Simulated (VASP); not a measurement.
**Ca2B3: single point with PBE**

The system is Ca2B3.

```xyz
5
Lattice="3.2616 0.0000 0.0000 -1.6308 2.8246 0.0000 0.0000 0.0000 8.6513" Properties=species:S:1:pos:R:3 pbc="T T T"
Ca    0.0000    1.8831    1.8538
Ca    1.6308    0.9415    6.7975
B     0.0000    0.0000    0.0000
B     0.0000    1.8831    4.4115
B     1.6308    0.9415    4.2398
```

| Item | Value |
| --- | --- |
| Program | VASP 6.6.1 |
| Task | single point |
| Functional | PBE |
| Potentials or basis | VASP PAW PBE potentials, release 64 (Ca_sv, B) |
| Cutoff | 520 eV |
| k mesh | 12 × 12 × 6 |
| Occupations | gaussian, width 0.1 eV |
| Spin | no spin polarisation |

- Pressure: 0.2 GPa
- Largest force: 0.005 eV/Å
- Band gap on the k mesh: zero (an odd number of electrons rules out a gap without spin polarisation)

Forces in eV/Å, atoms in the order of the input:
```
Ca   0.000  0.000  0.000
Ca   0.000  0.000  0.000
B    0.000  0.000  0.000
B    0.000  0.000  0.005
B    0.000  0.000 -0.005
```

Stress tensor (GPa, compression positive):
```
0.11 0.00 0.00
0.00 0.11 0.00
0.00 0.00 0.23
```

Levels at points of the mesh, in eV from the Fermi level:
```tsv
k point	band 11	band 12	band 13	band 14	band 15	band 16	band 17	band 18	band 19	band 20
(0.00, 0.00, 0.00)	-3.89	-1.25	0.23	1.10	1.10	2.53	2.53	3.20	3.94	3.94
(0.50, 0.00, 0.00)	-4.72	-2.15	-0.87	-0.63	-0.58	0.93	1.10	1.90	2.62	4.80
(0.00, 0.00, 0.50)	-3.12	-2.33	0.88	1.08	1.08	2.65	2.65	3.02	3.81	3.81
(0.50, 0.00, 0.50)	-4.66	-2.22	-1.02	-0.85	0.19	0.78	0.93	1.82	2.45	5.06
```

Run time: 2.9 min on 1 thread of Intel Xeon 8259CL (shared host), peak memory 0.29 GiB.
